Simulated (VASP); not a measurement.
Here is a VASP 6.6.1 calculation.

INCAR

```
PREC     = Accurate       # precision mode
ENCUT    = 600            # plane-wave cutoff, eV
EDIFF    = 1E-6           # SCF threshold, eV
ISMEAR   = 0              # smearing method
SIGMA    = 0.05           # smearing width, eV
LREAL    = F              # projectors in reciprocal space
LASPH    = T              # aspherical terms in the spheres
NELM     = 200            # most SCF steps
ALGO     = Normal         # electronic algorithm
ISIF     = 2              # what is computed and relaxed
LWAVE    = F              # write WAVECAR
LCHARG   = F              # write CHGCAR
ISPIN    = 2              # spin polarisation
MAGMOM   = 1.79 0.12 0.12 0.12 # initial moments
LORBIT   = 11             # projections on sites
LMAXMIX  = 4              # l up to which the mixer works
LDAU     = T              # DFT+U
LDAUTYPE = 2            
LDAUL    = 2 -1           # shell
LDAUU    = 1 0            # U, eV
LDAUJ    = 0 0          
LDAUPRINT= 1            
GGA      = PE             # functional
NBANDS   = 26             # bands
GGA_COMPAT= F
```

KPOINTS

```
regular mesh
0
Gamma
  4 4 4
```

File POSCAR:

```
OsCl3
1.0
    4.9123188200      0.0000000000      0.0000000000
    0.0000000000      4.9123188200      0.0000000000
    0.0000000000      0.0000000000      4.9123188200
Os Cl
1 3
Direct
    0.0000000000      0.0000000000      0.0000000000
    0.5000000000      0.0000000000      0.0000000000
    0.0000000000      0.0000000000      0.5000000000
    0.0000000000      0.5000000000      0.0000000000
```

Potentials or basis: VASP PAW PBE potentials, release 64 (Os, Cl).

Run with:

```console
$ cat potpaw_PBE.64/Os/POTCAR potpaw_PBE.64/Cl/POTCAR > POTCAR
$ mpirun -np 1 vasp_std > vasp.out
```

Problem. What does it give for the site moments?

Solution. Os +2.10; Cl +0.09 μB.

Problem. What does it give for the net moment?

Solution. 2.47 μB per cell.

Problem. What does it give for the pressure?

Solution. -3.4 GPa.

Eigenvalues of the final occupation matrices:
```csv
site,spin,trace,eigenvalues
site 1 d,1,3.98,0.60 0.60 0.92 0.92 0.92
site 1 d,2,1.95,0.34 0.34 0.42 0.42 0.42
```

Caveat: the cell stands under tension; spin-orbit coupling is left out, which moves the levels of the heavy elements.
